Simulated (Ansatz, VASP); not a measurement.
**KI: VASP beside Ansatz**

```
CELL_PARAMETERS angstrom
0.00000 3.53277 3.53277
3.53277 0.00000 3.53277
3.53277 3.53277 0.00000
ATOMIC_POSITIONS crystal
K 0.00000 0.00000 0.00000
I 0.50000 0.50000 0.50000
```

Alike in both runs: task single point; functional PBE; k mesh 6 × 6 × 6; no spin polarisation.

```csv
,VASP,Ansatz
version,VASP 6.6.1,Ansatz 0.2.0
potentials or method,"VASP PAW PBE potentials, release 64 (K_sv, I), cutoff 500 eV","plane waves, PAW"
occupations,"gaussian, width 0.01 eV",fixed
valence electrons in the cell,16,26
```

```tsv
	VASP	Ansatz	Ansatz less VASP
pressure (GPa)	0.6	0.6	-0.04
```

VASP's potentials hold 16 valence electrons a cell and Ansatz's 26, so a difference there can come from the potentials and not from the codes.

Neither program's run includes spin-orbit coupling.
